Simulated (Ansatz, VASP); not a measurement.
**Two plane-wave programs on Ga**

The input INCAR:

```
SYSTEM = Ga
  ALGO = Normal
  EDIFF = 1E-7
  ENCUT = 520
  GGA = RE
  ISIF = 2
  ISMEAR = -1
  LASPH = .TRUE.
  LCHARG = .FALSE.
  LREAL = .FALSE.
  LWAVE = .FALSE.
  NBANDS = 12
  NELM = 60
  PREC = Accurate
  SIGMA = 0.1
```

File KPOINTS:

```
k-points
0
G
  15 15 15
  0 0 0
```

POSCAR

```
Ga
1.0
   -1.6782686017      1.6782686017      1.6782686017
    1.6782686017     -1.6782686017      1.6782686017
    1.6782686017      1.6782686017     -1.6782686017
Ga
1
Direct
    0.0000000000      0.0000000000      0.0000000000
```

Input for Ansatz:

```yaml
crystal:
  lattice:
    - [-1.6782686017, 1.6782686017, 1.6782686017]
    - [1.6782686017, -1.6782686017, 1.6782686017]
    - [1.6782686017, 1.6782686017, -1.6782686017]
  atoms:
    - { symbol: Ga, position: [0.0, 0.0, 0.0] }
hamiltonian:
  xc: revpbe
  pseudopotentials:
    kind: paw
    azcp:
      Ga: "pseudopotentials/Ga.paw.azcp"
basis:
  ecutwfc: 420
  fft_grid_basis: typed
kpoints:
  mp_grid: { grid: [15, 15, 15], shift: [0, 0, 0] }
magnetization:
  spin_polarized: false
scf:
  occupations: { method: fermi_dirac, width: 0.1 }
  lower_state_search: "off"
output:
  stress: true
```

Alike in both runs: task single point; functional revPBE; k mesh 15 × 15 × 15; occupations fermi-dirac, width 0.1 eV; no spin polarisation.

|  | VASP | Ansatz |
| --- | --- | --- |
| version | VASP 6.6.1 | Ansatz 0.2.0 |
| potentials or method | VASP PAW PBE potentials, release 64 (Ga_d), cutoff 520 eV | plane waves (420 eV) with PAW, scalar-relativistic |
| valence electrons in the cell | 13 | 13 |

```tsv
	VASP	Ansatz	Ansatz less VASP
pressure (GPa)	2.1	2.0	-0.09
```

VASP's potentials were made for PBE, not for revPBE. With one functional, cell and mesh, what is left measures potentials, basis and numerics.
